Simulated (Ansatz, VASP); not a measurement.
## BaS: VASP beside Ansatz

```
Ba S
1.0
     3.84206    0.00000    0.00000
     0.00000    3.84206    0.00000
     0.00000    0.00000    3.84206
Ba S
1 1
Direct
  0.00000 0.00000 0.00000
  0.50000 0.50000 0.50000
```

Alike in both runs: functional PBE; k mesh 8 × 8 × 8; occupations gaussian, width 0.02 eV; no spin polarisation.

Ansatz relaxed the structure, and its values are those at the end. VASP's run is a single point on that final structure, the one shown.

|  | VASP | Ansatz |
| --- | --- | --- |
| version | VASP 6.6.1 | Ansatz 0.2.0 |
| potentials or method | VASP PAW PBE potentials, release 64 (Ba_sv, S), cutoff 520 eV | scalar-relativistic, plane waves, PAW |
| valence electrons in the cell | 16 | 16 |

VASP gave:

* gap on the k mesh at the Fermi level (eV): 1.45
* least direct gap on the mesh (eV): 1.56
* pressure (GPa): 0.9

Problem. Estimate Ansatz's values.

Solution. gap on the k mesh at the Fermi level (eV): 1.57; least direct gap on the mesh (eV): 1.65; pressure (GPa): 0.0.

With one functional, cell and mesh, what is left measures potentials, basis and numerics.

Neither program's run includes spin-orbit coupling.
